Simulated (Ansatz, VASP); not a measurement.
## Cu: VASP beside Ansatz

```
CELL_PARAMETERS angstrom
0.00000 1.72413 1.72413
1.72413 0.00000 1.72413
1.72413 1.72413 0.00000
ATOMIC_POSITIONS crystal
Cu 0.00000 0.00000 0.00000
```

Change from the starting cell: strain -0.050 along x and y, -0.050 along z, atoms carried along.

Alike in both runs: task single point; functional PBE; k mesh 28 × 28 × 28; occupations gaussian, width 0.15 eV; no spin polarisation.

```csv
,VASP,Ansatz
version,VASP 6.6.1,Ansatz 0.2.0
potentials or method,"VASP PAW PBE potentials, release 64 (Cu), cutoff 520 eV","scalar-relativistic, plane waves, PAW"
valence electrons in the cell,11,19
```

```csv
,VASP,Ansatz,Ansatz less VASP
gap on the k mesh at the Fermi level (eV),none,none,-
pressure (GPa),32.4,31.9,-0.52
```

A gap of «none» marks a metal or a gap that the smearing closes. Both programs put the cell under a high pressure, so it lies far from rest at this level. VASP's potentials hold 11 valence electrons a cell and Ansatz's 19, so a difference there can come from the potentials and not from the codes.
